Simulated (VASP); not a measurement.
Input of a VASP 6.6.1 run:

Contents of INCAR:

```
SYSTEM = Ni
  PREC = Accurate
  ENCUT = 520
  EDIFF = 1E-6
  ISMEAR = -1
  SIGMA = 0.05
  LREAL = .False.
  LASPH = .True.
  NELM = 150
  ALGO = Normal
  ISIF = 2
  LWAVE = .False.
  LCHARG = .False.
  ISPIN = 2
  MAGMOM = 0.808 0.808
  LORBIT = 11
  LMAXMIX = 4
  GGA = CA
  NBANDS = 21
```

KPOINTS

```
regular mesh
0
Gamma
  18 18 18
  0 0 0
```

File POSCAR:

```
Ni
1.0
    0.0000000000      2.4699066550      2.4699066550
    2.4699066550      0.0000000000      2.4699066550
    2.4699066550      2.4699066550      0.0000000000
Ni
2
Direct
    0.1250000000      0.1250000000      0.1250000000
    0.8750000000      0.8750000000      0.8750000000
```

Potentials or basis: VASP PAW LDA potentials, release 64 (Ni).

The run is started by

```sh
$ cat potpaw_LDA.64/Ni/POTCAR > POTCAR
$ mpirun -np 1 vasp_std > vasp.out
```

Question: What does it give for the net moment?

Answer: 1.51 μB per cell.

Question: Predict the pressure.

Answer: -0.2 GPa.

Question: Predict the site moments.

Answer: Ni +0.75 μB.
